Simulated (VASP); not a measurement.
Here is a VASP 6.6.1 calculation.

Contents of POSCAR:

```
InP
1.0
    0.0000000000      2.8865425000      2.9305000000
    2.8865425000      0.0000000000      2.9305000000
    2.8865425000      2.8865425000      0.0000000000
In P
1 1
Direct
    0.0000000000      0.0000000000      0.0000000000
    0.7500000000      0.7500000000      0.7500000000
```

The input INCAR.step1:

```
SYSTEM = InP
ALGO = Normal
EDIFF = 1E-4
ENCUT = 520
GGA = PE
ISMEAR = 0
LASPH = .True.
LCHARG = .False.
LREAL = .False.
LWAVE = .True.
NBANDS = 16
NELM = 60
PREC = Accurate
SIGMA = 0.05
```

Contents of INCAR.step2:

```
SYSTEM = InP
ALGO = Normal
EDIFF = 1E-6
ENCUT = 520
ISIF = 2
ISMEAR = 0
ISTART = 1
LASPH = .True.
LCHARG = .False.
LMIXTAU = .True.
LREAL = .False.
LWAVE = .False.
METAGGA = R2SCAN
NBANDS = 16
NELM = 60
PREC = Accurate
SIGMA = 0.05
```

File KPOINTS:

```
k-points
0
Gamma
  8 8 8
  0 0 0
```

Potentials or basis: VASP PAW PBE potentials, release 64 (In_d, P).

Command:

```bash
$ cat potpaw_PBE.64/In_d/POTCAR potpaw_PBE.64/P/POTCAR > POTCAR
$ cp INCAR.step1 INCAR
$ mpirun -np 1 vasp_std > vasp.out
$ cp INCAR.step2 INCAR
$ mpirun -np 1 vasp_std > vasp.out
```

(1) What does it give for the pressure?

(2) Estimate the band gap on the k mesh.

## Answers

(1) 4.0 GPa.

(2) 1.32 eV.

Caveat: the cell differs from its parent crystal (strain -0.015 along x and y, +0.000 along z); the cell stands under pressure; the PAW data sets were made with another functional, which shifts forces and pressure a little; spin-orbit coupling is left out, which moves the levels of the heavy elements.
